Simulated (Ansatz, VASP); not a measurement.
SrO: VASP beside Ansatz

File INCAR:

```
  ALGO = Normal
  EDIFF = 1E-6
  ENCUT = 520
  GGA = PS
  ISIF = 2
  ISMEAR = -1
  LASPH = T
  LCHARG = F
  LREAL = F
  LWAVE = F
  NBANDS = 15
  NELM = 60
  PREC = Accurate
  SIGMA = 0.03
```

Contents of KPOINTS:

```
k-points
0
Gamma
  8 8 8
```

POSCAR

```
SrO
1.0
    0.0000000000      2.5173403822      2.5173403822
    2.5173403822      0.0000000000      2.5173403822
    2.5173403822      2.5173403822      0.0000000000
Sr O
1 1
Direct
    0.0000000000      0.0000000000      0.0000000000
    0.5000000000      0.5000000000      0.5000000000
```

Input for Ansatz:

```yaml
crystal:
  lattice:
    - [0.0, 2.5173403822, 2.5173403822]
    - [2.5173403822, 0.0, 2.5173403822]
    - [2.5173403822, 2.5173403822, 0.0]
  atoms:
    - { symbol: Sr, position: [0.0, 0.0, 0.0] }
    - { symbol: O, position: [0.5, 0.5, 0.5] }
kpoints:
  mp_grid: { grid: [8, 8, 8] }
  band_path:
    path:
      - [0.0, 0.0, 0.0]
      - [0.5, 0.0, 0.5]
      - [0.625, 0.25, 0.625]
      - [0.375, 0.375, 0.75]
      - [0.0, 0.0, 0.0]
      - [0.5, 0.5, 0.5]
      - [0.5, 0.25, 0.75]
      - [0.5, 0.0, 0.5]
    npoints: 5
scf:
  occupations: { method: fermi_dirac, width: 0.03 }
hamiltonian:
  xc: pbesol
  pseudopotentials: { kind: all_electron, lapw: { basis_error: 0.0005 } }
output:
  forces: true
  stress: true
  eigenvalues: true
```

Change from the starting cell: volume scaled by 0.94.

Alike in both runs: task single point; functional PBEsol; k mesh 8 × 8 × 8; occupations fermi-dirac, width 0.03 eV; no spin polarisation.

|  | VASP | Ansatz |
| --- | --- | --- |
| version | VASP 6.6.1 | Ansatz 0.2.0 |
| potentials or method | VASP PAW PBE potentials, release 64 (Sr_sv, O), cutoff 520 eV | all-electron LAPW, scalar-relativistic |

|  | VASP | Ansatz | Ansatz less VASP |
| --- | --- | --- | --- |
| gap on the k mesh at the Fermi level (eV) | 3.10 | 3.15 | +0.053 |
| pressure (GPa) | 6.3 | 5.5 | -0.80 |

VASP's potentials were made for PBE, not for PBEsol. Ansatz ran all-electron here, and VASP with PAW potentials.
